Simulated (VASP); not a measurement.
# TiO2 (P3_121) in VASP: notebook

The runs below take TiO2 through single point, with RPBE+D3(BJ), PBE, BLYP+D4.

All numbers are computed with VASP 6.6.1; they aren't measurements. Logs are shortened: lines on timing, memory, paths and dates and some standing lists are left out, and cuts for length are marked.

### Step 1. The cell of the first run

Symmetry: P3_121, No. 152, trigonal system. The conventional cell has a = 4.457 Å, b = 4.457 Å, c = 5.440 Å, α = 90.00°, β = 90.00°, γ = 120.00°. Ti (site symmetry 2) has 4 O at 1.83 to 1.84 Å within 2.4 Å. O (site symmetry 1) has 2 Ti at 1.83 to 1.84 Å within 2.4 Å.

### Step 2. Single point, RPBE+D3(BJ)

Input file INCAR:

```
PREC = Accurate
ENCUT = 520
EDIFF = 1E-7
ISMEAR = -1
SIGMA = 0.05
LREAL = F
LASPH = T
NELM = 100
ALGO = Normal
ISIF = 2
LWAVE = F
LCHARG = F
GGA = RP
IVDW = 12
NBANDS = 46
```

Input file KPOINTS:

```
regular mesh
0
Gamma
  6 6 5
```

Input file POSCAR:

```
TiO2
1.0
    4.4570701244      0.0000000000      0.0000000000
   -2.2285350622      3.8599359542      0.0000000000
    0.0000000000      0.0000000000      5.4399168744
Ti O
3 6
Direct
    0.3909450786      0.0000000000      0.3333333333
    0.0000000000      0.3909450786      0.6666666667
    0.6090549214      0.6090549214      0.0000000000
    0.6745315307      1.0391453411      0.0750580724
    0.6353861896     -0.0391453411      0.5916085942
    0.3646138104      0.3254684693      0.7417247391
    1.0391453411      0.6745315307      0.9249419276
   -0.0391453411      0.6353861896      0.4083914058
    0.3254684693      0.3646138104      0.2582752609
```

Potentials or basis: VASP PAW PBE potentials, release 64 (Ti_sv, O).

Run with:

```console
$ cat potpaw_PBE.64/Ti_sv/POTCAR potpaw_PBE.64/O/POTCAR > POTCAR
$ mpirun -np 1 vasp_std > vasp.out
```

OUTCAR:

```text
PREC = Accurate
   ENCUT = 520
   EDIFF = 1E-7
   ISMEAR = -1
   LREAL = F
   LASPH = T
   NELM = 100
   ISIF = 2
   GGA = RP
   IVDW = 12
 IVDW          = 12

 ion  position               nearest neighbor table
   1  0.391  0.000  0.333-   9 1.83   8 1.83   4 1.84   5 1.84
   2  0.000  0.391  0.667-   6 1.83   5 1.83   8 1.84   7 1.84
   3  0.609  0.609  0.000-   7 1.83   4 1.83   9 1.84   6 1.84
   4  0.675  0.039  0.075-   3 1.83   1 1.84
   5  0.635  0.961  0.592-   2 1.83   1 1.84
   6  0.365  0.325  0.742-   2 1.83   3 1.84
   7  0.039  0.675  0.925-   3 1.83   2 1.84
   8  0.961  0.635  0.408-   1 1.83   2 1.84
   9  0.325  0.365  0.258-   1 1.83   3 1.84

  LATTYP: Found a hexagonal cell.
 ALAT       =     4.4570701244
 C/A-ratio  =     1.2205140872

  Lattice vectors:

 A1 = (   4.4570701244,   0.0000000000,   0.0000000000)
 A2 = (  -2.2285350622,   3.8599359542,   0.0000000000)
 A3 = (   0.0000000000,   0.0000000000,   5.4399168744)

Analysis of symmetry for initial positions (statically):
=====================================================================
 Subroutine PRICEL returns:
 Original cell was already a primitive cell.

 Routine SETGRP: Setting up the symmetry group for a
 hexagonal supercell.

 Subroutine GETGRP returns: Found  6 space group operations
 (whereof  2 operations were pure point group operations)
 out of a pool of 24 trial point group operations.

The static configuration has the point symmetry C_2 .
 The point group associated with its full space group is D_3 .

Analysis of symmetry for dynamics (positions and initial velocities):
=====================================================================
 Subroutine PRICEL returns:
 Original cell was already a primitive cell.

 Routine SETGRP: Setting up the symmetry group for a
 hexagonal supercell.

 Subroutine GETGRP returns: Found  6 space group operations
 (whereof  2 operations were pure point group operations)
 out of a pool of 24 trial point group operations.

The dynamic configuration has the point symmetry C_2 .
 The point group associated with its full space group is D_3 .

 Subroutine INISYM returns: Found  6 space group operations
 (whereof  2 operations are pure point group operations),
 and found     1 'primitive' translations

----------------------------------------------------------------------------------------

                                     Primitive cell

  volume of cell :      93.5884

  direct lattice vectors                    reciprocal lattice vectors
     4.457070124  0.000000000  0.000000000     0.224362636  0.129535828  0.000000000
    -2.228535062  3.859935954  0.000000000     0.000000000  0.259071656  0.000000000
     0.000000000  0.000000000  5.439916874     0.000000000  0.000000000  0.183826338

  length of vectors
     4.457070124  4.457070124  5.439916874     0.259071656  0.259071656  0.183826338

  position of ions in fractional coordinates (direct lattice)
     0.390945079  0.000000000  0.333333333
     0.000000000  0.390945079  0.666666667
     0.609054921  0.609054921  0.000000000
     0.674531531  0.039145341  0.075058072
     0.635386190  0.960854659  0.591608594
     0.364613810  0.325468469  0.741724739
     0.039145341  0.674531531  0.924941928
     0.960854659  0.635386190  0.408391406
     0.325468469  0.364613810  0.258275261

  ion indices of the primitive-cell ions
   primitive index   ion index
                 1           1
                 2           2
                 3           3
                 4           4
                 5           5
                 6           6
                 7           7
                 8           8
                 9           9

----------------------------------------------------------------------------------------

 KPOINTS: regular mesh

Automatic generation of k-mesh.
 Grid dimensions read from file:
 generate k-points for:    6    6    5

 Generating k-lattice:

  Cartesian coordinates                     Fractional coordinates (reciprocal lattice)
     0.037393773  0.021589305  0.000000000     0.166666667  0.000000000  0.000000000
     0.000000000  0.043178609  0.000000000     0.000000000  0.166666667  0.000000000
     0.000000000  0.000000000  0.036765268     0.000000000  0.000000000  0.200000000

  Length of vectors
     0.043178609  0.043178609  0.036765268

  Shift w.r.t. Gamma in fractional coordinates (k-lattice)
     0.000000000  0.000000000  0.000000000

 Subroutine IBZKPT returns following result:
 ===========================================

 Found     27 irreducible k-points:

 Following reciprocal coordinates:
            Coordinates               Weight
  0.000000  0.000000  0.000000      1.000000
  0.166667 -0.000000  0.000000      6.000000
  0.333333 -0.000000  0.000000      6.000000
  0.500000  0.000000  0.000000      3.000000
  0.166667  0.166667  0.000000      6.000000
  0.333333  0.166667  0.000000     12.000000
[... 16 lines left out ...]
  0.500000  0.000000  0.400000      6.000000
  0.166667  0.166667  0.400000     12.000000
 [... further k-points ...]
   k-points           NKPTS =     27   k-points in BZ     NKDIM =     27   number of bands    NBANDS=     46
   number of dos      NEDOS =    301   number of ions     NIONS =      9
   total plane-waves  NPLWV =  51840
   dimension x,y,z NGX =    36 NGY =   36 NGZ =   40
   dimension x,y,z NGXF=    72 NGYF=   72 NGZF=   80
   ions per type =               3   6
   NGX,Y,Z   is equivalent  to a cutoff of  13.43, 13.43, 12.22 a.u.
   NGXF,Y,Z  is equivalent  to a cutoff of  26.86, 26.86, 24.45 a.u.
 SYSTEM =  unknown system
   PREC   = accura    normal or accurate (medium, high low for compatibility)
   ISTART =      0    job   : 0-new  1-cont  2-samecut
   ICHARG =      2    charge: 1-file 2-atom 10-const
   ISPIN  =      1    spin polarized calculation?
   LNONCOLLINEAR =      F non collinear calculations
   LSORBIT =      F    spin-orbit coupling
   LASPH  =      T    aspherical Exc in radial PAW
   ENCUT  =  520.0 eV  38.22 Ry    6.18 a.u.   8.29  8.29 10.11*2*pi/ulx,y,z
   NELM   =    100;   NELMIN=  2; NELMDL= -5     # of ELM steps
   EDIFF  = 0.1E-06   stopping-criterion for ELM
   LREAL  =      F    real-space projection
   EDIFFG = 0.1E-05   stopping-criterion for IOM
   NSW    =      0    number of steps for IOM
   IBRION =     -1    ionic relax: 0-MD 1-quasi-New 2-CG
   NFREE  =      0    steps in history (QN), initial steepest desc. (CG)
   ISIF   =      2    stress and relaxation
   ISYM   =      2    0-nonsym 1-usesym 2-fastsym
   POTIM  = 0.5000    time-step for ionic-motion
   TEBEG  =    0.0;   TEEND  =   0.0 temperature during run
   PSTRESS=    0.0 pullay stress
   NELECT =      72.0000    total number of electrons
   NUPDOWN=      -1.0000    fix difference up-down
   EMIN   =  10.00;   EMAX   =-10.00  energy-range for DOS
   EFERMI =   0.00;   METHOD = LEGACY
   ISMEAR =    -1;   SIGMA  =   0.05  broadening in eV -4-tet -1-fermi 0-gaus
   EFERMI_NEDOS =   21; number of points for ismear=-14 and -15
   IALGO  =     38    algorithm
   IMIX   =      4    mixing-type and parameters
     AMIX     =   0.40;   BMIX     =  1.00
     AMIX_MAG =   1.60;   BMIX_MAG =  1.00
  volume/ion in A,a.u.               =      10.40        70.17
  Fermi-wavevector in a.u.,A,eV,Ry     =   1.500071  2.834723 30.615993  2.250212
  Thomas-Fermi vector in A             =   2.611619
   LORBIT       =      0    0 simple, 1 ext, 2 COOP (PROOUT), +10 PAW based schemes
   GGA     = RP    functional components
   LHFCALC =     F    Hartree Fock is set to
   AEXX    =    0.0000 exact exchange contribution
   IVDW    =    12    specifies the selected vdW correction
   LEPSILON=     F    determine dielectric tensor
   LRPA    =     F    only Hartree local field effects (RPA)
 non-spin polarized calculation
  energy-cutoff  :      520.00
  volume of cell :       93.59
 maximum number of plane-waves:      2538
 NGX is ok and might be reduce to    36
   NGX = 17   NGY = 17   NGZ = 21

 number of electron      72.0000003 magnetization

 Free energy of the ion-electron system (eV)
  ---------------------------------------------------
  ext. energy  EPLUGINS =         0.00000000
  ---------------------------------------------------
  free energy    TOTEN  =       -73.80053636 eV

  energy without entropy =      -73.80053636  energy(sigma->0) =      -73.80053636

 E-fermi :   5.8849     XC(G=0): -11.1600

 val. band max:        4.8596705735   @ k =   0.5000   0.0000   0.0000
 cond. band min:       7.4042877996   @ k =   0.3333   0.3333   0.0000
 fundamental gap:      2.5446172261
 Fermi energy:         5.8849404556

 k-point     1 :       0.0000    0.0000    0.0000
  band No.  band energies     occupation
      1     -51.5873      2.00000
      2     -51.5298      2.00000
      3     -51.5298      2.00000
      4     -27.9789      2.00000
      5     -27.9789      2.00000
      6     -27.9467      2.00000
[... 38 lines left out ...]
     45       9.6901      0.00000
     46       9.6901      0.00000

 k-point     2 :       0.1667   -0.0000    0.0000
  band No.  band energies     occupation
      1     -51.5836      2.00000
      2     -51.5330      2.00000
      3     -51.5302      2.00000
      4     -28.0005      2.00000
      5     -27.9932      2.00000
      6     -27.9677      2.00000
[... 38 lines left out ...]
     45       9.7494      0.00000
     46       9.8019      0.00000

 k-point     3 :       0.3333   -0.0000    0.0000
  band No.  band energies     occupation
      1     -51.5740      2.00000
      2     -51.5415      2.00000
      3     -51.5310      2.00000
      4     -28.0285      2.00000
      5     -28.0129      2.00000
      6     -27.9837      2.00000
[... 1018 lines left out ...]
     45       9.8196      0.00000
     46       9.9671      0.00000

 k-point    24 :       0.1667    0.1667    0.4000
  band No.  band energies     occupation
      1     -51.5687      2.00000
      2     -51.5562      2.00000
      3     -51.5217      2.00000
      4     -28.0295      2.00000
      5     -28.0031      2.00000
      6     -27.9783      2.00000
[... 38 lines left out ...]
     45       9.6890      0.00000
     46       9.7978      0.00000

 [... further k-points ...]

------------------------ aborting loop because EDIFF is reached ----------------------------------------

 Edisp (eV)   -9.19713

 E8    (eV) :    -5.4909

  FORCE on cell =-STRESS in cart. coord.  units (eV):
  Direction    XX          YY          ZZ          XY          YZ          ZX
  --------------------------------------------------------------------------------------
  -------------------------------------------------------------------------------------
  Total       0.41591     0.41591     0.33587     0.00000     0.00000     0.00000
  in kB       7.12012     7.12012     5.74992     0.00000     0.00000     0.00000
  external pressure =        6.66 kB  Pullay stress =        0.00 kB

 VOLUME and BASIS-vectors are now :
 -----------------------------------------------------------------------------
  energy-cutoff  :      520.00
  volume of cell :       93.59
      direct lattice vectors                 reciprocal lattice vectors
     4.457070124  0.000000000  0.000000000     0.224362636  0.129535828  0.000000000
    -2.228535062  3.859935954  0.000000000     0.000000000  0.259071656  0.000000000
     0.000000000  0.000000000  5.439916874     0.000000000  0.000000000  0.183826338

 POSITION                                       TOTAL-FORCE (eV/Angst)
 -----------------------------------------------------------------------------------
      1.74247      0.00000      1.81331        -0.009055     -0.000000     -0.000000
     -0.87123      1.50902      3.62661         0.004528     -0.007842     -0.000000
      1.35730      2.35091      0.00000         0.004528      0.007842     -0.000000
      2.91920      0.15110      0.40831         0.017319      0.065976     -0.040280
      0.69066      3.70884      3.21830         0.017319     -0.065976      0.040280
      0.89979      1.25629      4.03492         0.048477     -0.047987     -0.040280
     -1.32874      2.60365      5.03161         0.048477      0.047987      0.040280
      2.86662      2.45255      2.22162        -0.065796     -0.017989     -0.040280
      0.63808      1.40739      1.40500        -0.065796      0.017989      0.040280
 -----------------------------------------------------------------------------------
    total drift:                                0.000001      0.000001     -0.000000

  FREE ENERGIE OF THE ION-ELECTRON SYSTEM (eV)
  ---------------------------------------------------
  free  energy   TOTEN  =       -82.9976656391 eV

  energy  without entropy=      -82.9976656390  energy(sigma->0) =      -82.99766564
```

It took 72 s on 1 thread of Intel Xeon 6975P-C (Granite Rapids), shared host; peak memory 0.26 GiB.

Results:

```yaml
Free_energy: -82.9977 eV
Pressure: 0.7 GPa
Largest_force: 0.079 eV/Å
Band_gap_on_the_k_mesh: 2.54 eV, indirect (least direct gap 2.68 eV)
Dispersion_energy_per_atom: -1.022 eV
```

Forces in eV/Å, atoms in the order of the input:
```
Ti  -0.009  0.000  0.000
Ti   0.005 -0.008  0.000
Ti   0.005  0.008  0.000
O    0.017  0.066 -0.040
O    0.017 -0.066  0.040
O    0.048 -0.048 -0.040
O    0.048  0.048  0.040
O   -0.066 -0.018 -0.040
O   -0.066  0.018  0.040
```

Caveat: the PAW data sets were made with another functional, which shifts forces and pressure a little.

### Step 3. Single point, PBE

This run uses another cell than the first one, of 18.24 Å³/atom, 1.754 times its volume.

Input file INCAR:

```
SYSTEM = TiO2
PREC     = Accurate       ! precision mode
ENCUT    = 520            ! plane-wave cutoff, eV
EDIFF    = 1E-6           ! SCF threshold, eV
ISMEAR   = 0              ! smearing method
SIGMA    = 0.015          ! smearing width, eV
LREAL    = .FALSE.        ! projectors in reciprocal space
LASPH    = .TRUE.         ! aspherical terms in the spheres
NELM     = 60             ! most SCF steps
ALGO     = Normal         ! electronic algorithm
ISIF     = 2              ! what is computed and relaxed
LWAVE    = .FALSE.        ! write WAVECAR
LCHARG   = .TRUE.         ! write CHGCAR
GGA      = PE             ! functional
LELF     = .TRUE.         ! ELF
LVHAR    = .TRUE.       
NBANDS   = 46             ! bands
```

Input file KPOINTS:

```
regular mesh
0
G
  6 6 5
  0 0 0
```

Input file POSCAR:

```
TiO2
1.0
    5.5822227355      0.0000000000      0.0000000000
   -2.7911113678      4.8343466985      0.0000000000
    0.0000000000      0.0000000000      6.0824678800
Ti O
3 6
Direct
    0.4669367500      0.0000000000      0.3333333333
    0.0000000000      0.4669367500      0.6666666667
    0.5330632500      0.5330632500      0.0000000000
    0.5810657200      0.8514331800      0.1206639333
    0.7296325400      0.1485668200      0.5460027333
    0.2703674600      0.4189342800      0.7873306000
    0.8514331800      0.5810657200      0.8793360667
    0.1485668200      0.7296325400      0.4539972667
    0.4189342800      0.2703674600      0.2126694000
```

Potentials or basis: VASP PAW PBE potentials, release 64 (Ti_sv, O).

Run with:

```console
$ cat potpaw_PBE.64/Ti_sv/POTCAR potpaw_PBE.64/O/POTCAR > POTCAR
$ mpirun -np 1 vasp_std > vasp.out
```

Run time: 3.6 min. Hardware: 1 thread of Intel Xeon Platinum 8259CL at 2.50GHz (Skylake/Cascade Lake), shared host; peak memory 0.36 GiB.

It converged, with:

```
Free energy            : -80.3923 eV
Pressure               : 1.9 GPa
Largest force          : 0.092 eV/Å
Band gap on the k mesh : 3.61 eV, indirect (least direct gap 3.62 eV)
```

Forces in eV/Å, atoms in the order of the input:
```
Ti  -0.003  0.000  0.000
Ti   0.001 -0.002  0.000
Ti   0.001  0.002  0.000
O    0.042  0.071 -0.041
O    0.042 -0.071  0.041
O    0.041 -0.072 -0.041
O    0.041  0.072  0.041
O   -0.082  0.001 -0.041
O   -0.082 -0.001  0.041
```

Levels at points of the mesh, in eV from the valence-band top:
```tsv
k point	band 34	band 35	band 36	band 37	band 38	band 39
(0.00, 0.00, 0.00)	-0.29	-0.28	-0.28	3.62	4.19	4.19
(0.50, 0.00, 0.00)	-0.76	-0.16	0.00	3.85	3.86	4.17
```

[end of part 1 of 2]
